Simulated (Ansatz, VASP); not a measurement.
## Two plane-wave programs on Al

Contents of INCAR:

```
  PREC = Accurate
  ENCUT = 500
  EDIFF = 1E-7
  ISMEAR = 0
  SIGMA = 0.1
  LREAL = False
  LASPH = True
  NELM = 120
  ALGO = Normal
  ISIF = 3
  LWAVE = False
  LCHARG = False
  GGA = PE
  IVDW = 12
  IBRION = 2
  NSW = 100
  EDIFFG = -0.002
  GGA_COMPAT = False
  NELMIN = 4
```

File KPOINTS:

```
Automatic mesh
0
Gamma
  18 18 18
```

POSCAR

```
Al
1.0
   -1.6070005753      1.6070005753      1.6070005753
    1.6070005753     -1.6070005753      1.6070005753
    1.6070005753      1.6070005753     -1.6070005753
Al
1
Direct
    0.0000000000      0.0000000000      0.0000000000
```

Input for Ansatz:

```yaml
crystal:
  lattice:
    - [-1.6070005753, 1.6070005753, 1.6070005753]
    - [1.6070005753, -1.6070005753, 1.6070005753]
    - [1.6070005753, 1.6070005753, -1.6070005753]
  atoms:
    - { symbol: Al, position: [0.0, 0.0, 0.0] }
basis:
  ecutwfc: 420
kpoints:
  mp_grid: { grid: [18, 18, 18] }
hamiltonian:
  xc: pbe
  dispersion: d3bj
  pseudopotentials: { kind: paw, azcp: { folder: soft_1 } }
scf:
  occupations: { method: gaussian, width: 0.1 }
output:
  forces: true
  stress: true
  eigenvalues: true
relax:
  adjacent_minimum: "off"
  f_tol: 0.002
  max_steps: 80
  cell: { stress_tol: 0.02 }
```

Alike in both runs: task relaxation of cell and atoms; functional PBE; dispersion D3(BJ); k mesh 18 × 18 × 18; occupations gaussian, width 0.1 eV; no spin polarisation.

|  | VASP | Ansatz |
| --- | --- | --- |
| version | VASP 6.6.1 | Ansatz 0.2.0 |
| potentials or method | VASP PAW PBE potentials, release 64 (Al), cutoff 500 eV | scalar-relativistic, plane waves, PAW |
| valence electrons in the cell | 3 | 3 |

|  | VASP | Ansatz | Ansatz less VASP |
| --- | --- | --- | --- |
| gap on the k mesh at the Fermi level, each at its own relaxed structure (eV) | none | none | - |
| relaxed volume (Å³/atom) | 16.17 | 16.17 | +0.001 |
| relaxed cell length with the largest relative difference (Å) | 2.759 | 2.759 | +0.0001 |

A gap of «none» marks a metal or a gap that the smearing closes.
